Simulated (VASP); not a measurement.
# MgO in VASP: notebook

Aim: see how the results for MgO move with the level of theory and the settings. Levels: PBE, r2SCAN. Tasks: single point.

All numbers are computed with VASP 6.6.1; they aren't measurements. Logs are shortened: lines on timing, memory, paths and dates and some standing lists are left out, and cuts for length are marked.

## 1. The cell of the first run

The structure is orthorhombic, space group Imm2 (No. 44). The conventional cell has a = 3.147 Å, b = 3.308 Å, c = 4.564 Å, α = 90.00°, β = 90.00°, γ = 90.00°. Within 2.6 Å of Mg (site symmetry mm2) lie 4 O at 1.97 to 1.99 Å. Within 2.6 Å of O (site symmetry mm2) lie 4 Mg at 1.97 to 1.99 Å.

## 2. Single point, PBE (shear xy strain +5.0%)

File INCAR:

```
SYSTEM = MgO
ALGO = Normal ; EDIFF = 1E-7
ENCUT = 520 ; GGA = PE
ISIF = 2 ; ISMEAR = -1
LASPH = .TRUE. ; LCHARG = .FALSE.
LREAL = .FALSE. ; LWAVE = .FALSE.
NBANDS = 11 ; NELM = 60
PREC = Accurate ; SIGMA = 0.02
```

File KPOINTS:

```
k-points
0
G
  10 10 10
  0 0 0
```

File POSCAR:

```
MgO
1.0
    0.0570501415      2.2820056617      2.2820056617
    2.2820056617      0.0570501415      2.2820056617
    2.3390558033      2.3390558033      0.0000000001
Mg O
1 1
Direct
    0.0044516999      0.0044516999     -0.0044516999
    0.2455483001      0.2455483001      0.2544516999
```

Potentials or basis: VASP PAW PBE potentials, release 64 (Mg, O).

Started as:

```bash
> cat potpaw_PBE.64/Mg/POTCAR potpaw_PBE.64/O/POTCAR > POTCAR
> mpirun -np 1 vasp_std > vasp.out
```

OUTCAR:

```text
SYSTEM = MgO
   EDIFF = 1E-7
   ENCUT = 520
   GGA = PE
   ISIF = 2
   ISMEAR = -1
   LASPH = .TRUE.
   LREAL = .FALSE.
   NELM = 60
   PREC = Accurate

 ion  position               nearest neighbor table
   1  0.004  0.004  0.996-   2 1.97   2 1.97   2 1.99   2 1.99
   2  0.246  0.246  0.254-   1 1.97   1 1.97   1 1.99   1 1.99

  LATTYP: Found a body centered orthorhombic cell.
 ALAT       =     3.1465622723
 B/A-ratio  =     1.0512820513
 C/A-ratio  =     1.4504754485

  Lattice vectors:

 A1 = (   2.2820056618,   0.0570501416,  -2.2820056616)
 A2 = (  -2.2820056617,  -0.0570501415,  -2.2820056617)
 A3 = (   0.0570501415,   2.2820056617,   2.2820056617)

Analysis of symmetry for initial positions (statically):
=====================================================================
 Subroutine PRICEL returns:
 Original cell was already a primitive cell.

 Routine SETGRP: Setting up the symmetry group for a
 body centered orthorhombic supercell.

 Subroutine GETGRP returns: Found  4 space group operations
 (whereof  4 operations were pure point group operations)
 out of a pool of  8 trial point group operations.

The static configuration has the point symmetry C_2v.

Analysis of symmetry for dynamics (positions and initial velocities):
=====================================================================
 Subroutine PRICEL returns:
 Original cell was already a primitive cell.

 Routine SETGRP: Setting up the symmetry group for a
 body centered orthorhombic supercell.

 Subroutine GETGRP returns: Found  4 space group operations
 (whereof  4 operations were pure point group operations)
 out of a pool of  8 trial point group operations.

The dynamic configuration has the point symmetry C_2v.

 Subroutine INISYM returns: Found  4 space group operations
 (whereof  4 operations are pure point group operations),
 and found     1 'primitive' translations

----------------------------------------------------------------------------------------

                                     Primitive cell

  volume of cell :      23.7525

  direct lattice vectors                    reciprocal lattice vectors
     0.057050141  2.282005662  2.282005662    -0.224723594  0.224723594  0.219105504
     2.282005662  0.057050141  2.282005662     0.224723594 -0.224723594  0.219105504
     2.339055803  2.339055803  0.000000000     0.213761467  0.213761467 -0.219105504

  length of vectors
     3.227747574  3.227747574  3.307924440     0.386016332  0.386016332  0.373356601

  position of ions in fractional coordinates (direct lattice)
     0.004451700  0.004451700  0.995548300
     0.245548300  0.245548300  0.254451700

  ion indices of the primitive-cell ions
   primitive index   ion index
                 1           1
                 2           2

----------------------------------------------------------------------------------------

 KPOINTS: k-points

Automatic generation of k-mesh.
 Grid dimensions read from file:
 generate k-points for:   10   10   10

 Generating k-lattice:

  Cartesian coordinates                     Fractional coordinates (reciprocal lattice)
    -0.022472359  0.022472359  0.021910550     0.100000000  0.000000000  0.000000000
     0.022472359 -0.022472359  0.021910550     0.000000000  0.100000000  0.000000000
     0.021376147  0.021376147 -0.021910550     0.000000000  0.000000000  0.100000000

  Length of vectors
     0.038601633  0.038601633  0.037335660

  Shift w.r.t. Gamma in fractional coordinates (k-lattice)
     0.000000000  0.000000000  0.000000000

 Subroutine IBZKPT returns following result:
 ===========================================

 Found    171 irreducible k-points:

 Following reciprocal coordinates:
            Coordinates               Weight
  0.000000  0.000000  0.000000      1.000000
  0.100000  0.000000  0.000000      4.000000
  0.200000  0.000000  0.000000      4.000000
  0.300000  0.000000  0.000000      4.000000
  0.400000  0.000000  0.000000      4.000000
  0.500000 -0.000000 -0.000000      2.000000
[... 16 lines left out ...]
  0.300000  0.300000  0.000000      2.000000
  0.400000  0.300000  0.000000      4.000000
 [... further k-points ...]
   k-points           NKPTS =    171   k-points in BZ     NKDIM =    171   number of bands    NBANDS=     11
   number of dos      NEDOS =    301   number of ions     NIONS =      2
   total plane-waves  NPLWV =  16128
   dimension x,y,z NGX =    24 NGY =   24 NGZ =   28
   dimension x,y,z NGXF=    48 NGYF=   48 NGZF=   56
   ions per type =               1   1
   NGX,Y,Z   is equivalent  to a cutoff of  12.36, 12.36, 14.07 a.u.
   NGXF,Y,Z  is equivalent  to a cutoff of  24.72, 24.72, 28.14 a.u.
 SYSTEM =  MgO
   PREC   = accura    normal or accurate (medium, high low for compatibility)
   ISTART =      0    job   : 0-new  1-cont  2-samecut
   ICHARG =      2    charge: 1-file 2-atom 10-const
   ISPIN  =      1    spin polarized calculation?
   LNONCOLLINEAR =      F non collinear calculations
   LSORBIT =      F    spin-orbit coupling
   LASPH  =      T    aspherical Exc in radial PAW
   ENCUT  =  520.0 eV  38.22 Ry    6.18 a.u.   6.00  6.00  6.15*2*pi/ulx,y,z
   NELM   =     60;   NELMIN=  2; NELMDL= -5     # of ELM steps
   EDIFF  = 0.1E-06   stopping-criterion for ELM
   LREAL  =      F    real-space projection
   EDIFFG = 0.1E-05   stopping-criterion for IOM
   NSW    =      0    number of steps for IOM
   IBRION =     -1    ionic relax: 0-MD 1-quasi-New 2-CG
   NFREE  =      0    steps in history (QN), initial steepest desc. (CG)
   ISIF   =      2    stress and relaxation
   ISYM   =      2    0-nonsym 1-usesym 2-fastsym
   POTIM  = 0.5000    time-step for ionic-motion
   TEBEG  =    0.0;   TEEND  =   0.0 temperature during run
   PSTRESS=    0.0 pullay stress
   NELECT =       8.0000    total number of electrons
   NUPDOWN=      -1.0000    fix difference up-down
   EMIN   =  10.00;   EMAX   =-10.00  energy-range for DOS
   EFERMI =   0.00;   METHOD = LEGACY
   ISMEAR =    -1;   SIGMA  =   0.02  broadening in eV -4-tet -1-fermi 0-gaus
   EFERMI_NEDOS =   21; number of points for ismear=-14 and -15
   IALGO  =     38    algorithm
   IMIX   =      4    mixing-type and parameters
     AMIX     =   0.40;   BMIX     =  1.00
     AMIX_MAG =   1.60;   BMIX_MAG =  1.00
  volume/ion in A,a.u.               =      11.88        80.14
  Fermi-wavevector in a.u.,A,eV,Ry     =   1.139030  2.152455 17.652063  1.297390
  Thomas-Fermi vector in A             =   2.275734
   LORBIT       =      0    0 simple, 1 ext, 2 COOP (PROOUT), +10 PAW based schemes
   GGA     = PE    functional components
   LHFCALC =     F    Hartree Fock is set to
   AEXX    =    0.0000 exact exchange contribution
   IVDW    =     0    specifies the selected vdW correction
   LEPSILON=     F    determine dielectric tensor
   LRPA    =     F    only Hartree local field effects (RPA)
 non-spin polarized calculation
  energy-cutoff  :      520.00
  volume of cell :       23.75
 maximum number of plane-waves:       652
   NGX = 11   NGY = 11   NGZ = 13

 number of electron       8.0000000 magnetization

 Free energy of the ion-electron system (eV)
  ---------------------------------------------------
  ext. energy  EPLUGINS =         0.00000000
  ---------------------------------------------------
  free energy    TOTEN  =       -11.67767710 eV

  energy without entropy =      -11.67767710  energy(sigma->0) =      -11.67767710

 E-fermi :   1.3589     XC(G=0):  -9.7252

 val. band max:        0.9408624476   @ k =   0.0000   0.0000   0.0000
 cond. band min:       4.4201293358   @ k =   0.0000   0.0000   0.0000
 fundamental gap:      3.4792668882
 Fermi energy:         1.3588949107

 k-point     1 :       0.0000    0.0000    0.0000
  band No.  band energies     occupation
      1     -15.1050      2.00000
      2       0.6706      2.00000
      3       0.7935      2.00000
      4       0.9409      2.00000
      5       4.4201      0.00000
      6      16.9369      0.00000
      7      17.6373      0.00000
      8      18.3139      0.00000
      9      20.7930      0.00000
     10      20.9164      0.00000
     11      21.1608      0.00000

 k-point     2 :       0.1000    0.0000    0.0000
  band No.  band energies     occupation
      1     -15.0423      2.00000
      2       0.3975      2.00000
      3       0.6534      2.00000
      4       0.8255      2.00000
      5       4.9889      0.00000
      6      16.9618      0.00000
      7      17.0414      0.00000
      8      17.8752      0.00000
      9      19.4811      0.00000
     10      19.7199      0.00000
     11      20.7814      0.00000

 k-point     3 :       0.2000    0.0000    0.0000
  band No.  band energies     occupation
      1     -14.8738      2.00000
      2      -0.5225      2.00000
      3       0.6093      2.00000
      4       0.7549      2.00000
      5       6.1574      0.00000
      6      15.1835      0.00000
      7      16.5428      0.00000
      8      17.1458      0.00000
      9      19.1837      0.00000
     10      19.7329      0.00000
     11      20.2437      0.00000

 k-point     4 :       0.3000    0.0000    0.0000
  band No.  band energies     occupation
      1     -14.6559      2.00000
      2      -1.3837      2.00000
      3       0.5564      2.00000
      4       0.6774      2.00000
      5       7.4293      0.00000
      6      13.2754      0.00000
      7      15.7178      0.00000
      8      16.2510      0.00000
      9      19.9867      0.00000
     10      20.1034      0.00000
     11      20.9208      0.00000
[... 239 lines left out ...]
 k-point    22 :      -0.2000    0.2000    0.0000
  band No.  band energies     occupation
      1     -14.5779      2.00000
      2      -1.2839      2.00000
      3       0.1377      2.00000
      4       0.6018      2.00000
      5       7.8695      0.00000
      6      13.1904      0.00000
      7      14.7259      0.00000
      8      15.9256      0.00000
      9      18.8157      0.00000
     10      21.5494      0.00000
     11      23.6232      0.00000

 k-point    23 :       0.3000    0.3000    0.0000
  band No.  band energies     occupation
      1     -14.5483      2.00000
      2      -1.2447      2.00000
      3       0.1195      2.00000
      4       0.4930      2.00000
      5       7.3809      0.00000
      6      12.8701      0.00000
      7      15.0739      0.00000
      8      16.7861      0.00000
      9      17.7693      0.00000
     10      23.6978      0.00000
     11      24.0252      0.00000

 k-point    24 :       0.4000    0.3000    0.0000
  band No.  band energies     occupation
      1     -14.4109      2.00000
      2      -1.4644      2.00000
      3       0.0431      2.00000
      4       0.2711      2.00000
      5       7.6276      0.00000
      6      12.4870      0.00000
      7      14.7104      0.00000
      8      16.6946      0.00000
      9      17.9667      0.00000
     10      24.0697      0.00000
     11      24.3136      0.00000

 [... further k-points ...]
[... 5 lines left out ...]
  --------------------------------------------------------------------------------------
  -------------------------------------------------------------------------------------
  Total        0.5291914      0.5291914      0.4879095     -0.6352599     -0.0000000     -0.0000000
  in kB       35.6956011     35.6956011     32.9110136    -42.8502523     -0.0000000     -0.0000000
  external PRESSURE =      34.7674053 kB  Pullay stress =       0.0000000 kB

 VOLUME and BASIS-vectors are now :
 -----------------------------------------------------------------------------
  energy-cutoff  :      520.00
  volume of cell :       23.75
      direct lattice vectors                 reciprocal lattice vectors
     0.057050141  2.282005662  2.282005662    -0.224723594  0.224723594  0.219105504
     2.282005662  0.057050141  2.282005662     0.224723594 -0.224723594  0.219105504
     2.339055803  2.339055803  0.000000000     0.213761467  0.213761467 -0.219105504

 POSITION                                       TOTAL-FORCE (eV/Angst)
 -----------------------------------------------------------------------------------
      2.33906      2.33906      0.02032        -0.000000     -0.000000      0.026792
      1.16953      1.16953      1.12069         0.000000      0.000000     -0.026792
 -----------------------------------------------------------------------------------
    total drift:                                0.000007      0.000007     -0.000152

  FREE ENERGIE OF THE ION-ELECTRON SYSTEM (eV)
  ---------------------------------------------------
  free  energy   TOTEN  =       -11.6776770951 eV

  energy  without entropy=      -11.6776770951  energy(sigma->0) =      -11.67767710
```

Run time: 43 s. Hardware: 1 thread of Intel Xeon Platinum 8259CL at 2.50GHz (Skylake/Cascade Lake), shared host; peak memory 0.18 GiB.

Results:

| Quantity | Value |
| --- | --- |
| Free energy | -11.6777 eV |
| Pressure | 3.5 GPa |
| Largest force | 0.027 eV/Å |
| Band gap on the k mesh | 3.48 eV, direct |

Forces on the atoms (eV/Å):
```
Mg   0.000  0.000  0.027
O    0.000  0.000 -0.027
```

Caveat: the cell differs from its parent crystal (shear xy strain +5.0%).

[end of part 1 of 3]
